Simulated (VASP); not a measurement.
## AlAs: single point with PBEsol

Crystal: AlAs.

```
CELL_PARAMETERS angstrom
0.00000 2.81268 2.81268
2.81268 0.00000 2.81268
2.81268 2.81268 0.00000
ATOMIC_POSITIONS crystal
Al 0.00000 0.00000 0.00000
As 0.75000 0.75000 0.75000
```

```
Program             : VASP 6.6.1
Task                : single point
Functional          : PBEsol
Potentials or basis : VASP PAW PBE potentials, release 64 (Al, As)
Cutoff              : 500 eV
k mesh              : 8 × 8 × 8
Occupations         : gaussian, width 0.01 eV
Spin                : no spin polarisation
```

| Property | Result |
| --- | --- |
| Pressure | 2.3 GPa |
| Band gap on the k mesh | 1.29 eV, indirect (least direct gap 2.13 eV) |

Levels at points of the mesh, in eV from the valence-band top:
```csv
k point,band 1,band 2,band 3,band 4,band 5,band 6,band 7,band 8,band 9
"(0.00, 0.00, 0.00)",-11.99,0.00,0.00,0.00,2.13,4.29,4.29,4.29,8.82
"(0.50, 0.00, 0.00)",-10.52,-5.69,-0.84,-0.84,2.15,4.64,4.64,7.61,11.22
"(0.50, 0.50, 0.00)",-9.95,-5.51,-2.23,-2.23,1.29,2.22,10.43,10.43,11.88
```

It took 12 s on 1 thread of Intel Xeon 6975P-C (shared host), peak memory 0.17 GiB.

Caveat: the PAW data sets were made with another functional, which shifts forces and pressure a little. A hybrid or GW would open this gap; PBEsol tends to underestimate it.
